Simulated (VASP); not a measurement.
# Si (I4_1/amd) in VASP: single point with PBE

Aim: the single point of Si with PBE.

All numbers are computed with VASP 6.6.1; they aren't measurements. Logs are shortened: lines on timing, memory, paths and dates and some standing lists are left out, and cuts for length are marked.

## 1. The cell of the first run

Symmetry: I4_1/amd, No. 141, tetragonal system. Conventional cell: a = 5.126 Å, b = 5.126 Å, c = 16.580 Å, α = 90.00°, β = 90.00°, γ = 90.00°. Within 3.2 Å of Si (site symmetry 2) lie 6 Si at 2.43 to 2.69 Å. Si (site symmetry 2/m) has 6 Si at 2.47 to 2.56 Å within 3.3 Å.

The cell was built from a structure type or drawn by symmetry, and may not be a known phase.

## 2. Single point, PBE

File INCAR:

```
SYSTEM = Si
PREC = Accurate
ENCUT = 520
EDIFF = 1E-7
ISMEAR = 0
SIGMA = 0.1
LREAL = .FALSE.
LASPH = .TRUE.
NELM = 60
ALGO = Normal
ISIF = 2
LWAVE = .FALSE.
LCHARG = .TRUE.
GGA = PE
LELF = .TRUE.
LVHAR = .TRUE.
NBANDS = 36
```

File KPOINTS:

```
Automatic mesh
0
G
  10 10 10
  0 0 0
```

File POSCAR:

```
Si
1.0
   -2.5627965730      2.5627965730      8.2897943790
    2.5627965730     -2.5627965730      8.2897943790
    2.5627965730      2.5627965730     -8.2897943790
Si
12
Direct
    0.7628131520      0.7628131520      0.5256263040
    0.2371868480      0.2371868480      0.4743736960
    0.5128131520      0.4871868480      0.5000000000
    0.9871868480      0.0128131520      0.5000000000
    0.9871868480      0.4871868480      0.9743736960
    0.5128131520      0.0128131520      0.0256263040
    0.2371868480      0.7628131520      0.0000000000
    0.7628131520      0.2371868480      0.0000000000
    0.3750000000      0.6250000000      0.7500000000
    0.8750000000      0.6250000000      0.2500000000
    0.3750000000      0.1250000000      0.7500000000
    0.3750000000      0.6250000000      0.2500000000
```

Potentials or basis: VASP PAW PBE potentials, release 64 (Si).

Run with:

```sh
cat potpaw_PBE.64/Si/POTCAR > POTCAR
mpirun -np 1 vasp_std > vasp.out
```

OUTCAR:

```text
SYSTEM = Si
   PREC = Accurate
   ENCUT = 520
   EDIFF = 1E-7
   ISMEAR = 0
   LREAL = .FALSE.
   LASPH = .TRUE.
   NELM = 60
   ISIF = 2
   GGA = PE

 ion  position               nearest neighbor table
   1  0.763  0.763  0.526-   7 2.43   8 2.43  12 2.47  10 2.47   8 2.69   7 2.69
   2  0.237  0.237  0.474-   7 2.43   8 2.43   9 2.47  11 2.47   8 2.69   7 2.69
   3  0.513  0.487  0.500-   5 2.43   6 2.43   9 2.47  12 2.47   6 2.69   5 2.69
   4  0.987  0.013  0.500-   5 2.43   6 2.43  10 2.47  11 2.47   6 2.69   5 2.69
   5  0.987  0.487  0.974-   3 2.43   4 2.43  12 2.47  10 2.47   3 2.69   4 2.69
   6  0.513  0.013  0.026-   3 2.43   4 2.43   9 2.47  11 2.47   3 2.69   4 2.69
   7  0.237  0.763  0.000-   1 2.43   2 2.43   9 2.47  12 2.47   1 2.69   2 2.69
   8  0.763  0.237  0.000-   1 2.43   2 2.43  10 2.47  11 2.47   1 2.69   2 2.69
   9  0.375  0.625  0.750-   2 2.47   6 2.47   3 2.47   7 2.47  10 2.56  10 2.56
  10  0.875  0.625  0.250-   1 2.47   4 2.47   5 2.47   8 2.47   9 2.56   9 2.56
  11  0.375  0.125  0.750-   2 2.47   4 2.47   6 2.47   8 2.47  12 2.56  12 2.56
  12  0.375  0.625  0.250-   1 2.47   5 2.47   3 2.47   7 2.47  11 2.56  11 2.56

  LATTYP: Found a body centered tetragonal cell.
 ALAT       =     5.1255931460
 C/A-ratio  =     3.2346673420

  Lattice vectors:

 A1 = (  -2.5627965730,   2.5627965730,   8.2897943790)
 A2 = (   2.5627965730,  -2.5627965730,   8.2897943790)
 A3 = (   2.5627965730,   2.5627965730,  -8.2897943790)

Analysis of symmetry for initial positions (statically):
=====================================================================
 Subroutine PRICEL returns:
 Original cell was already a primitive cell.

 Routine SETGRP: Setting up the symmetry group for a
 body centered tetragonal supercell.

 Subroutine GETGRP returns: Found 16 space group operations
 (whereof  8 operations were pure point group operations)
 out of a pool of 16 trial point group operations.

The static configuration has the point symmetry D_2d.
 The point group associated with its full space group is D_4h.

Analysis of symmetry for dynamics (positions and initial velocities):
=====================================================================
 Subroutine PRICEL returns:
 Original cell was already a primitive cell.

 Routine SETGRP: Setting up the symmetry group for a
 body centered tetragonal supercell.

 Subroutine GETGRP returns: Found 16 space group operations
 (whereof  8 operations were pure point group operations)
 out of a pool of 16 trial point group operations.

The dynamic configuration has the point symmetry D_2d.
 The point group associated with its full space group is D_4h.

 Subroutine INISYM returns: Found 16 space group operations
 (whereof  8 operations are pure point group operations),
 and found     1 'primitive' translations

----------------------------------------------------------------------------------------

                                     Primitive cell

  volume of cell :     217.7870

  direct lattice vectors                    reciprocal lattice vectors
    -2.562796573  2.562796573  8.289794379     0.000000000  0.195099371  0.060315127
     2.562796573 -2.562796573  8.289794379     0.195099371  0.000000000  0.060315127
     2.562796573  2.562796573 -8.289794379     0.195099371  0.195099371  0.000000000

  length of vectors
     9.047460605  9.047460605  9.047460605     0.204209890  0.204209890  0.275912177

  position of ions in fractional coordinates (direct lattice)
     0.762813152  0.762813152  0.525626304
     0.237186848  0.237186848  0.474373696
     0.512813152  0.487186848  0.500000000
     0.987186848  0.012813152  0.500000000
     0.987186848  0.487186848  0.974373696
     0.512813152  0.012813152  0.025626304
     0.237186848  0.762813152  0.000000000
     0.762813152  0.237186848  0.000000000
     0.375000000  0.625000000  0.750000000
     0.875000000  0.625000000  0.250000000
     0.375000000  0.125000000  0.750000000
     0.375000000  0.625000000  0.250000000

  ion indices of the primitive-cell ions
   primitive index   ion index
                 1           1
                 2           2
                 3           3
                 4           4
                 5           5
                 6           6
                 7           7
                 8           8
                 9           9
                10          10
                11          11
                12          12

----------------------------------------------------------------------------------------

 KPOINTS: Automatic mesh

Automatic generation of k-mesh.
 Grid dimensions read from file:
 generate k-points for:   10   10   10

 Generating k-lattice:

  Cartesian coordinates                     Fractional coordinates (reciprocal lattice)
     0.000000000  0.019509937  0.006031513     0.100000000  0.000000000 -0.000000000
     0.019509937  0.000000000  0.006031513     0.000000000  0.100000000 -0.000000000
     0.019509937  0.019509937  0.000000000     0.000000000  0.000000000  0.100000000

  Length of vectors
     0.020420989  0.020420989  0.027591218

  Shift w.r.t. Gamma in fractional coordinates (k-lattice)
     0.000000000  0.000000000  0.000000000

 Subroutine IBZKPT returns following result:
 ===========================================

 Found    102 irreducible k-points:

 Following reciprocal coordinates:
            Coordinates               Weight
  0.000000  0.000000  0.000000      1.000000
  0.100000 -0.000000  0.000000      8.000000
  0.200000 -0.000000  0.000000      8.000000
  0.300000  0.000000  0.000000      8.000000
  0.400000  0.000000 -0.000000      8.000000
  0.500000  0.000000 -0.000000      4.000000
[... 16 lines left out ...]
  0.300000  0.300000  0.000000      8.000000
  0.400000  0.300000  0.000000     16.000000
 [... further k-points ...]
   k-points           NKPTS =    102   k-points in BZ     NKDIM =    102   number of bands    NBANDS=     36
   number of dos      NEDOS =    301   number of ions     NIONS =     12
   total plane-waves  NPLWV = 343000
   dimension x,y,z NGX =    70 NGY =   70 NGZ =   70
   dimension x,y,z NGXF=   140 NGYF=  140 NGZF=  140
   ions per type =              12
   NGX,Y,Z   is equivalent  to a cutoff of  12.86, 12.86, 12.86 a.u.
   NGXF,Y,Z  is equivalent  to a cutoff of  25.72, 25.72, 25.72 a.u.
 SYSTEM =  Si
   PREC   = accura    normal or accurate (medium, high low for compatibility)
   ISTART =      0    job   : 0-new  1-cont  2-samecut
   ICHARG =      2    charge: 1-file 2-atom 10-const
   ISPIN  =      1    spin polarized calculation?
   LNONCOLLINEAR =      F non collinear calculations
   LSORBIT =      F    spin-orbit coupling
   LASPH  =      T    aspherical Exc in radial PAW
   ENCUT  =  520.0 eV  38.22 Ry    6.18 a.u.  16.82 16.82 16.82*2*pi/ulx,y,z
   NELM   =     60;   NELMIN=  2; NELMDL= -5     # of ELM steps
   EDIFF  = 0.1E-06   stopping-criterion for ELM
   LREAL  =      F    real-space projection
   EDIFFG = 0.1E-05   stopping-criterion for IOM
   NSW    =      0    number of steps for IOM
   IBRION =     -1    ionic relax: 0-MD 1-quasi-New 2-CG
   NFREE  =      0    steps in history (QN), initial steepest desc. (CG)
   ISIF   =      2    stress and relaxation
   ISYM   =      2    0-nonsym 1-usesym 2-fastsym
   POTIM  = 0.5000    time-step for ionic-motion
   TEBEG  =    0.0;   TEEND  =   0.0 temperature during run
   PSTRESS=    0.0 pullay stress
   NELECT =      48.0000    total number of electrons
   NUPDOWN=      -1.0000    fix difference up-down
   EMIN   =  10.00;   EMAX   =-10.00  energy-range for DOS
   EFERMI =   0.00;   METHOD = LEGACY
   ISMEAR =     0;   SIGMA  =   0.10  broadening in eV -4-tet -1-fermi 0-gaus
   EFERMI_NEDOS =   21; number of points for ismear=-14 and -15
   IALGO  =     38    algorithm
   IMIX   =      4    mixing-type and parameters
     AMIX     =   0.40;   BMIX     =  1.00
     AMIX_MAG =   1.60;   BMIX_MAG =  1.00
  volume/ion in A,a.u.               =      18.15       122.47
  Fermi-wavevector in a.u.,A,eV,Ry     =   0.988882  1.868716 13.304975  0.977888
  Thomas-Fermi vector in A             =   2.120441
   LORBIT       =      0    0 simple, 1 ext, 2 COOP (PROOUT), +10 PAW based schemes
   GGA     = PE    functional components
   LHFCALC =     F    Hartree Fock is set to
   AEXX    =    0.0000 exact exchange contribution
   IVDW    =     0    specifies the selected vdW correction
   LEPSILON=     F    determine dielectric tensor
   LRPA    =     F    only Hartree local field effects (RPA)
 non-spin polarized calculation
 Gauss-broadening in eV      SIGMA  =   0.10
  energy-cutoff  :      520.00
  volume of cell :      217.79
 maximum number of plane-waves:      5919
 NGX is ok and might be reduce to    70
   NGX = 33   NGY = 33   NGZ = 33

 number of electron      48.0000002 magnetization

 Free energy of the ion-electron system (eV)
  ---------------------------------------------------
  ext. energy  EPLUGINS =         0.00000000
  ---------------------------------------------------
  free energy    TOTEN  =       -60.01662566 eV

  energy without entropy =      -59.99399551  energy(sigma->0) =      -60.00531059

 E-fermi :   6.7948     XC(G=0):  -9.9193

 val. band max:        6.7770183803   @ k =  -0.4000   0.5000   0.4000
 cond. band min:       6.7964058342   @ k =   0.3000   0.2000   0.0000
 fundamental gap:      0.0193874539
 Fermi energy:         6.7947929991

 k-point     1 :       0.0000    0.0000    0.0000
  band No.  band energies     occupation
      1      -6.0712      2.00000
      2      -4.7216      2.00000
      3      -3.5083      2.00000
      4      -1.1040      2.00000
      5      -1.1040      2.00000
      6      -0.5313      2.00000
[... 28 lines left out ...]
     35      11.1099      0.00000
     36      11.1099      0.00000
[... 866 lines left out ...]
      6      -1.7475      2.00000
[... 28 lines left out ...]
     35      11.0956      0.00000
     36      11.2614      0.00000

 [... further k-points ...]

------------------------ aborting loop because EDIFF is reached ----------------------------------------

  FORCE on cell =-STRESS in cart. coord.  units (eV):
  Direction    XX          YY          ZZ          XY          YZ          ZX
  --------------------------------------------------------------------------------------
  -------------------------------------------------------------------------------------
  Total       -0.0593389     -0.0593389     -0.0937914      0.0000000      0.0000000      0.0000000
  in kB       -0.4365337     -0.4365337     -0.6899883      0.0000000      0.0000000      0.0000000
  external PRESSURE =      -0.5210186 kB  Pullay stress =       0.0000000 kB

 VOLUME and BASIS-vectors are now :
 -----------------------------------------------------------------------------
  energy-cutoff  :      520.00
  volume of cell :      217.79
      direct lattice vectors                 reciprocal lattice vectors
    -2.562796573  2.562796573  8.289794379     0.000000000  0.195099371  0.060315127
     2.562796573 -2.562796573  8.289794379     0.195099371  0.000000000  0.060315127
     2.562796573  2.562796573 -8.289794379     0.195099371  0.195099371  0.000000000

 POSITION                                       TOTAL-FORCE (eV/Angst)
 -----------------------------------------------------------------------------------
      1.34707      1.34707      8.28979        -0.000945     -0.000945      0.000000
      1.21572      1.21572      0.00000         0.000945      0.000945     -0.000000
      1.21572      1.34707      4.14490         0.000945     -0.000945     -0.000000
     -1.21572      3.77852      4.14490        -0.000945      0.000945     -0.000000
      1.21572      3.77852      4.14490         0.000945      0.000945     -0.000000
     -1.21572      1.34707      4.14490        -0.000945     -0.000945      0.000000
      1.34707     -1.34707      8.28979        -0.000945      0.000945      0.000000
     -1.34707      1.34707      8.28979         0.000945     -0.000945     -0.000000
      2.56280      1.28140      2.07245         0.000000     -0.000000      0.000000
      0.00000      1.28140     10.36224         0.000000     -0.000000      0.000000
      1.28140      2.56280     -2.07245        -0.000000     -0.000000      0.000000
      1.28140      0.00000      6.21735        -0.000000     -0.000000      0.000000
 -----------------------------------------------------------------------------------
    total drift:                                0.000000      0.000000      0.000000

  FREE ENERGIE OF THE ION-ELECTRON SYSTEM (eV)
  ---------------------------------------------------
  free  energy   TOTEN  =       -60.0166256632 eV

  energy  without entropy=      -59.9939955102  energy(sigma->0) =      -60.00531059
```

Run time: 59 min. Hardware: 1 thread of Intel Xeon 8259CL, shared host; peak memory 0.96 GiB.

What came out:

| Property | Result |
| --- | --- |
| Free energy | -60.0166 eV |
| Pressure | -0.1 GPa |
| Band gap on the k mesh | zero (bands 24 and 25 overlap by 1.74 eV) |

Levels at points of the mesh, in eV from the Fermi level:
```csv
k point,band 21,band 22,band 23,band 24,band 25,band 26,band 27,band 28
"(0.00, 0.00, 0.00)",-1.59,-1.59,-1.21,-1.20,-1.20,-0.38,0.06,1.69
"(0.50, 0.00, 0.00)",-0.96,-0.50,-0.49,-0.28,0.15,0.33,1.07,1.20
"(0.50, 0.50, 0.00)",-0.07,-0.07,0.47,0.47,0.70,0.70,1.29,1.29
"(0.50, 0.50, 0.50)",-1.80,-1.80,-0.55,-0.55,0.07,0.07,1.30,1.30
```
